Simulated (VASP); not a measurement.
A run of VASP 6.6.1 is set up as follows.

The input INCAR:

```
SYSTEM = SnO2
PREC = Accurate
ENCUT = 520
EDIFF = 1E-6
ISMEAR = 0
SIGMA = 0.05
LREAL = .False.
LASPH = .True.
NELM = 80
ALGO = Normal
ISIF = 2
LWAVE = .False.
LCHARG = .False.
GGA = PE
NBANDS = 35
```

The input KPOINTS:

```
regular mesh
0
Gamma
  6 6 10
  0 0 0
```

The input POSCAR:

```
SnO2
1.0
    4.5043737217      0.0000000000      0.0000000000
    0.0000000000      4.5043864703      0.0000000000
    0.0000000000      0.0000000000      3.2733283836
Sn O
2 4
Direct
    0.5000000000      0.5000000000      0.5000000000
    0.0000000000      0.0000000000      0.0000000000
    0.2737299216      0.3430167480      0.0000000000
    0.7737299216      0.1569832520      0.5000000000
    0.2262700784      0.8430167480      0.5000000000
    0.7262700784      0.6569832520      0.0000000000
```

Potentials or basis: VASP PAW PBE potentials, release 64 (Sn_d, O).

Run with:

```sh
$ cat potpaw_PBE.64/Sn_d/POTCAR potpaw_PBE.64/O/POTCAR > POTCAR
$ mpirun -np 1 vasp_std > vasp.out
```

Question: Estimate the band gap on the k mesh.

Answer: 2.14 eV (least direct gap 2.17 eV).

Question: What does it give for the largest force?

Answer: 0.016 eV/Å.

Question: What does it give for the pressure?

Answer: 25.7 GPa.

Forces on the atoms (eV/Å):
```
Sn   0.000  0.000  0.000
Sn   0.000  0.000  0.000
O   -0.013  0.009  0.000
O   -0.013 -0.009  0.000
O    0.013  0.009  0.000
O    0.013 -0.009  0.000
```

Caveat: the cell stands under pressure; spin-orbit coupling is left out, which moves the levels of the heavy elements. A k mesh can miss the band edges.
